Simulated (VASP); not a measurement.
# Al (P6_3/mmc) in VASP: settings compared

Aim: see how the results for Al move with the level of theory and the settings. Levels: PBE, PBEsol. Tasks: single point, relaxation of cell and atoms.

Everything below comes from runs of VASP 6.6.1. Logs are shortened: lines on timing, memory, paths and dates and some standing lists are left out, and cuts for length are marked.

### Step 1. The cell of the first run

Symmetry: P6_3/mmc, No. 194, hexagonal system. Conventional cell: a = 2.872 Å, b = 2.872 Å, c = 4.659 Å, α = 90.00°, β = 90.00°, γ = 120.00°. Within 3.8 Å of Al (site symmetry -6m2) lie 12 Al at 2.86 to 2.87 Å.

### Step 2. Single point, PBE

INCAR reads:

```
SYSTEM = Al
ALGO = Normal ; EDIFF = 1E-6
ENCUT = 520 ; GGA = PE
ISIF = 2 ; ISMEAR = -1
LASPH = .TRUE. ; LCHARG = .TRUE.
LELF = .TRUE. ; LREAL = .FALSE.
LVHAR = .TRUE. ; LWAVE = .FALSE.
NBANDS = 10 ; NELM = 80
PREC = Accurate ; SIGMA = 0.03
```

KPOINTS reads:

```
k-points
0
G
  18 18 10
  0 0 0
```

POSCAR reads:

```
Al
1.0
    2.8717451011      0.0000000000      0.0000000000
   -1.4358725505      2.4870042108      0.0000000000
    0.0000000000      0.0000000000      4.6586341472
Al
2
Direct
    0.3333333333      0.6666666667      0.2500000000
    0.6666666667      0.3333333333      0.7500000000
```

Potentials or basis: VASP PAW PBE potentials, release 64 (Al).

Started as:

```sh
cat potpaw_PBE.64/Al/POTCAR > POTCAR
mpirun -np 1 vasp_std > vasp.out
```

OUTCAR:

```text
SYSTEM = Al
   EDIFF = 1E-6
   ENCUT = 520
   GGA = PE
   ISIF = 2
   ISMEAR = -1
   LASPH = .TRUE.
   LREAL = .FALSE.
   NELM = 80
   PREC = Accurate

 ion  position               nearest neighbor table
   1  0.333  0.667  0.250-   2 2.86   2 2.86   2 2.86   2 2.86   2 2.86   2 2.86
   2  0.667  0.333  0.750-   1 2.86   1 2.86   1 2.86   1 2.86   1 2.86   1 2.86

  LATTYP: Found a hexagonal cell.
 ALAT       =     2.8717451011
 C/A-ratio  =     1.6222310766

  Lattice vectors:

 A1 = (   2.8717451011,   0.0000000000,   0.0000000000)
 A2 = (  -1.4358725505,   2.4870042108,   0.0000000000)
 A3 = (   0.0000000000,   0.0000000000,   4.6586341472)

Analysis of symmetry for initial positions (statically):
=====================================================================
 Subroutine PRICEL returns:
 Original cell was already a primitive cell.

 Routine SETGRP: Setting up the symmetry group for a
 hexagonal supercell.

 Subroutine GETGRP returns: Found 24 space group operations
 (whereof 12 operations were pure point group operations)
 out of a pool of 24 trial point group operations.

The static configuration has the point symmetry D_3d.
 The point group associated with its full space group is D_6h.

Analysis of symmetry for dynamics (positions and initial velocities):
=====================================================================
 Subroutine PRICEL returns:
 Original cell was already a primitive cell.

 Routine SETGRP: Setting up the symmetry group for a
 hexagonal supercell.

 Subroutine GETGRP returns: Found 24 space group operations
 (whereof 12 operations were pure point group operations)
 out of a pool of 24 trial point group operations.

The dynamic configuration has the point symmetry D_3d.
 The point group associated with its full space group is D_6h.

 Subroutine INISYM returns: Found 24 space group operations
 (whereof 12 operations are pure point group operations),
 and found     1 'primitive' translations

----------------------------------------------------------------------------------------

                                     Primitive cell

  volume of cell :      33.2722

  direct lattice vectors                    reciprocal lattice vectors
     2.871745101  0.000000000  0.000000000     0.348220321  0.201045096  0.000000000
    -1.435872551  2.487004211  0.000000000     0.000000000  0.402090192  0.000000000
     0.000000000  0.000000000  4.658634147     0.000000000  0.000000000  0.214655190

  length of vectors
[... 84 lines left out ...]
   EDIFFG = 0.1E-04   stopping-criterion for IOM
   NSW    =      0    number of steps for IOM
   IBRION =     -1    ionic relax: 0-MD 1-quasi-New 2-CG
   NFREE  =      0    steps in history (QN), initial steepest desc. (CG)
   ISIF   =      2    stress and relaxation
   ISYM   =      2    0-nonsym 1-usesym 2-fastsym
   POTIM  = 0.5000    time-step for ionic-motion
   TEBEG  =    0.0;   TEEND  =   0.0 temperature during run
   PSTRESS=    0.0 pullay stress
   NELECT =       6.0000    total number of electrons
   NUPDOWN=      -1.0000    fix difference up-down
   EMIN   =  10.00;   EMAX   =-10.00  energy-range for DOS
   EFERMI =   0.00;   METHOD = LEGACY
   ISMEAR =    -1;   SIGMA  =   0.03  broadening in eV -4-tet -1-fermi 0-gaus
   EFERMI_NEDOS =   21; number of points for ismear=-14 and -15
   IALGO  =     38    algorithm
   IMIX   =      4    mixing-type and parameters
     AMIX     =   0.40;   BMIX     =  1.00
     AMIX_MAG =   1.60;   BMIX_MAG =  1.00
  volume/ion in A,a.u.               =      16.64       112.27
  Fermi-wavevector in a.u.,A,eV,Ry     =   0.924907  1.747822 11.639154  0.855454
  Thomas-Fermi vector in A             =   2.050704
   LORBIT       =      0    0 simple, 1 ext, 2 COOP (PROOUT), +10 PAW based schemes
   GGA     = PE    functional components
   LHFCALC =     F    Hartree Fock is set to
   AEXX    =    0.0000 exact exchange contribution
   IVDW    =     0    specifies the selected vdW correction
   LEPSILON=     F    determine dielectric tensor
   LRPA    =     F    only Hartree local field effects (RPA)
 non-spin polarized calculation
  energy-cutoff  :      520.00
  volume of cell :       33.27
 maximum number of plane-waves:       917
 NGX is ok and might be reduce to    24
   NGX = 11   NGY = 11   NGZ = 17

 number of electron       6.0000000 magnetization

 Free energy of the ion-electron system (eV)
  ---------------------------------------------------
  ext. energy  EPLUGINS =         0.00000000
  ---------------------------------------------------
  free energy    TOTEN  =        -7.42389626 eV

  energy without entropy =       -7.42067614  energy(sigma->0) =       -7.42228620

 E-fermi :   7.9255     XC(G=0): -10.1686

 val. band max:        7.9198722314   @ k =   0.3889   0.1667   0.2000
 cond. band min:       7.9339075130   @ k =   0.3889   0.1111   0.0000
 fundamental gap:      0.0140352816
 Fermi energy:         7.9254543997

 k-point     1 :       0.0000    0.0000    0.0000
  band No.  band energies     occupation
      1      -3.1656      2.00000
      2       3.3926      2.00000
      3       3.6231      2.00000
      4      18.3049      0.00000
      5      18.3049      0.00000
      6      18.7667      0.00000
      7      18.7667      0.00000
      8      20.0497      0.00000
      9      21.7386      0.00000
     10      22.3090      0.00000
[... 287 lines left out ...]
 k-point    24 :       0.3889    0.1111    0.0000
  band No.  band energies     occupation
      1       1.6929      2.00000
      2       4.2266      2.00000
      3       7.9339      0.86004
      4       8.3801      0.00000
      5      10.1884      0.00000
      6      10.5675      0.00000
      7      11.5834      0.00000
      8      16.8229      0.00000
      9      17.0253      0.00000
     10      18.1296      0.00000

 [... further k-points ...]
[... 5 lines left out ...]
  --------------------------------------------------------------------------------------
  -------------------------------------------------------------------------------------
  Total       -0.0041498     -0.0041498     -0.0033382     -0.0000000     -0.0000000      0.0000000
  in kB       -0.1998270     -0.1998270     -0.1607478     -0.0000000     -0.0000000      0.0000000
  external PRESSURE =      -0.1868006 kB  Pullay stress =       0.0000000 kB

 VOLUME and BASIS-vectors are now :
 -----------------------------------------------------------------------------
  energy-cutoff  :      520.00
  volume of cell :       33.27
      direct lattice vectors                 reciprocal lattice vectors
     2.871745101  0.000000000  0.000000000     0.348220321  0.201045096  0.000000000
    -1.435872551  2.487004211  0.000000000     0.000000000  0.402090192  0.000000000
     0.000000000  0.000000000  4.658634147     0.000000000  0.000000000  0.214655190

 POSITION                                       TOTAL-FORCE (eV/Angst)
 -----------------------------------------------------------------------------------
     -0.00000      1.65800      1.16466         0.000000     -0.000000      0.000000
      1.43587      0.82900      3.49398        -0.000000      0.000000      0.000000
 -----------------------------------------------------------------------------------
    total drift:                               -0.000000      0.000000     -0.000000

  FREE ENERGIE OF THE ION-ELECTRON SYSTEM (eV)
  ---------------------------------------------------
  free  energy   TOTEN  =        -7.4238962559 eV

  energy  without entropy=       -7.4206761437  energy(sigma->0) =       -7.42228620
```

OSZICAR:

```text
N       E                     dE             d eps       ncg     rms          rms(c)
DAV:   1    -0.381679451378E+00   -0.38168E+00   -0.22960E+03  4440   0.471E+02
DAV:   2    -0.731776159030E+01   -0.69361E+01   -0.66301E+01  5794   0.529E+01
DAV:   3    -0.747167549137E+01   -0.15391E+00   -0.15269E+00  5852   0.639E+00
DAV:   4    -0.747238080024E+01   -0.70531E-03   -0.70523E-03  5270   0.488E-01
DAV:   5    -0.747238672345E+01   -0.59232E-05   -0.59231E-05  5386   0.462E-02    0.179E+00
DAV:   6    -0.744405356088E+01    0.28333E-01   -0.34283E-03  4994   0.319E-01    0.104E+00
DAV:   7    -0.742398425514E+01    0.20069E-01   -0.97692E-03  4730   0.501E-01    0.173E-01
DAV:   8    -0.742390077102E+01    0.83484E-04   -0.82344E-05  6248   0.545E-02    0.128E-02
DAV:   9    -0.742389739454E+01    0.33765E-05   -0.17414E-06  5108   0.664E-03    0.175E-03
DAV:  10    -0.742389628150E+01    0.11130E-05   -0.38304E-08  2846   0.103E-03    0.361E-04
DAV:  11    -0.742389625588E+01    0.25620E-07   -0.25853E-09  2508   0.346E-04
   1 F= -.74238963E+01 E0= -.74222862E+01  d E =-.322011E-02
```

Run time: 36 s. Hardware: 1 thread of Intel Xeon Platinum 8259CL at 2.50GHz (Skylake/Cascade Lake), shared host; peak memory 0.19 GiB.

Results:

```
Free energy            : -7.4239 eV
Pressure               : 0.0 GPa
Band gap on the k mesh : zero (band 3 reaches 12.11 eV, above the bottom of band 4 at 4.69 eV)
```

### Step 3. Single point, PBEsol

INCAR reads:

```
SYSTEM = Al
PREC     = Accurate       ! precision mode
ENCUT    = 520            ! plane-wave cutoff, eV
EDIFF    = 1E-6           ! SCF threshold, eV
ISMEAR   = -1             ! smearing method
SIGMA    = 0.03           ! smearing width, eV
LREAL    = .FALSE.        ! projectors in reciprocal space
LASPH    = .TRUE.         ! aspherical terms in the spheres
NELM     = 80             ! most SCF steps
ALGO     = Normal         ! electronic algorithm
ISIF     = 2              ! what is computed and relaxed
LWAVE    = .FALSE.        ! write WAVECAR
LCHARG   = .TRUE.         ! write CHGCAR
GGA      = PS             ! functional
LELF     = .TRUE.         ! ELF
LVHAR    = .TRUE.       
NBANDS   = 10             ! bands
```

KPOINTS reads:

```
Automatic mesh
0
G
  18 18 10
  0 0 0
```

POSCAR is that of step 2.

Potentials or basis: VASP PAW PBE potentials, release 64 (Al).

Started as:

```sh
cat potpaw_PBE.64/Al/POTCAR > POTCAR
mpirun -np 1 vasp_std > vasp.out
```

Run time: 32 s. Hardware: 1 thread of Intel Xeon Platinum 8259CL at 2.50GHz (Skylake/Cascade Lake), shared host; peak memory 0.19 GiB.

Results (log left out):

```
Free energy            : -8.1123 eV
Pressure               : -1.4 GPa
Band gap on the k mesh : zero (band 3 reaches 12.06 eV, above the bottom of band 4 at 4.64 eV)
```

Levels at points of the mesh, in eV from the Fermi level:
| k point | band 1 | band 2 | band 3 | band 4 | band 5 | band 6 | band 7 |
| --- | --- | --- | --- | --- | --- | --- | --- |
| (0.00, 0.00, 0.00) | -11.08 | -4.53 | -4.30 | 10.37 | 10.37 | 10.82 | 10.82 |
| (0.50, 0.00, 0.00) | -5.34 | -5.13 | 0.60 | 1.17 | 1.51 | 1.77 | 5.46 |
| (0.00, 0.00, 0.50) | -9.39 | -9.39 | 3.54 | 3.54 | 11.65 | 11.65 | 11.65 |
| (0.50, 0.00, 0.50) | -3.92 | -3.92 | -3.23 | -3.23 | 6.92 | 6.92 | 7.56 |

Caveat: the PAW data sets were made with another functional, which shifts forces and pressure a little.

### Step 4. Relaxation of cell and atoms, PBE

This run uses another cell than the first one, of 13.19 Å³/atom, 0.793 times its volume.

INCAR reads:

```
ALGO = Normal
EDIFF = 1E-7
EDIFFG = -0.005
ENCUT = 600
GGA = PE
IBRION = 2
ISIF = 3
ISMEAR = -1
LASPH = T
LCHARG = F
LREAL = F
LWAVE = F
NELM = 80
NSW = 100
PREC = Accurate
SIGMA = 0.03
```

KPOINTS reads:

```
k-points
0
Gamma
  18 18 10
```

POSCAR reads:

```
Al
1.0
    2.6593518437      0.0000000000      0.0000000000
   -1.3296759218      2.3030662542      0.0000000000
    0.0000000000      0.0000000000      4.3081499868
Al
2
Direct
    0.3333333333      0.6666666667      0.2500000000
    0.6666666667      0.3333333333      0.7500000000
```

Started as:

```sh
cat potpaw_PBE.64/Al/POTCAR > POTCAR
mpirun -np 1 vasp_std > vasp.out
```

Run time: 74 s. Hardware: 1 thread of Intel Xeon Platinum 8259CL at 2.50GHz (Skylake/Cascade Lake), shared host; peak memory 0.18 GiB.

The run converged. Its results:

```
Free energy                            : -7.4237 eV
Relaxed volume                         : 16.63 Å³/atom
Relaxed cell                           : a = 2.871 Å, b = 2.871 Å, c = 4.660 Å, α = 90.00°, β = 90.00°, γ = 120.00°
Space group after relaxing (to 0.05 Å) : P6_3/mmc (No. 194)
Energy gained by relaxing              : 250.0 meV/atom
Ionic steps                            : 5
Pressure after relaxing                : 0.0 GPa
Band gap on the k mesh                 : zero (band 3 reaches 12.11 eV, above the bottom of band 4 at 4.70 eV)
```

Step by step:
```csv
step,energy change (eV),largest force (eV/Å),pressure (GPa),volume (Å³)
1,0.0000,0.0000,28.67,26.39
2,-0.4398,0.0000,-5.53,36.47
3,-0.4998,0.0000,0.23,33.16
4,-0.4999,0.0000,-0.10,33.31
5,-0.4999,0.0000,0.00,33.26
```

Final structure:
```
Al
1.0
     2.87082    0.00000    0.00000
    -1.43541    2.48620    0.00000
     0.00000    0.00000    4.66017
Al
2
Cartesian
  0.0000 1.6575 1.1650
  1.4354 0.8287 3.4951
```

Levels at points of the mesh, in eV from the Fermi level:
```csv
k point,band 1,band 2,band 3,band 4,band 5,band 6
"(0.00, 0.00, 0.00)",-11.09,-4.54,-4.31,10.39,10.39,10.85
"(0.50, 0.00, 0.00)",-5.34,-5.13,0.60,1.17,1.51,1.77
"(0.00, 0.00, 0.50)",-9.40,-9.40,3.53,3.53,11.67,11.67
"(0.50, 0.00, 0.50)",-3.92,-3.92,-3.23,-3.23,6.93,6.93
```

Caveat: the volume moved by over 15 % at a fixed basis, so the end points are rough.

### Step 5. Overview

```csv
task,level,cell,cutoff (eV),gap on the mesh (eV),pressure (GPa)
single point,PBE,"a = 2.872, b = 2.872, c = 4.659 Å, angles 90.0, 90.0, 120.0°, 2 atoms",520,none,0.0
single point,PBEsol,"a = 2.872, b = 2.872, c = 4.659 Å, angles 90.0, 90.0, 120.0°, 2 atoms",520,none,-1.4
relaxation of cell and atoms,PBE,"relaxed from a = 2.659, b = 2.659, c = 4.308 Å, angles 90.0, 90.0, 120.0°, 2 atoms",600,none,0.0
```

Alike in all rows: potentials or basis VASP PAW PBE potentials, release 64 (Al); no spin polarisation; k mesh 18 × 18 × 10; smearing fermi-dirac 0.03 eV.

Caveats: the PAW data sets were made with another functional, which shifts forces and pressure a little (some runs); the volume moved by over 15 % at a fixed basis, so the end points are rough (some runs).

Absolute energies hang on the potentials; compare differences alone.
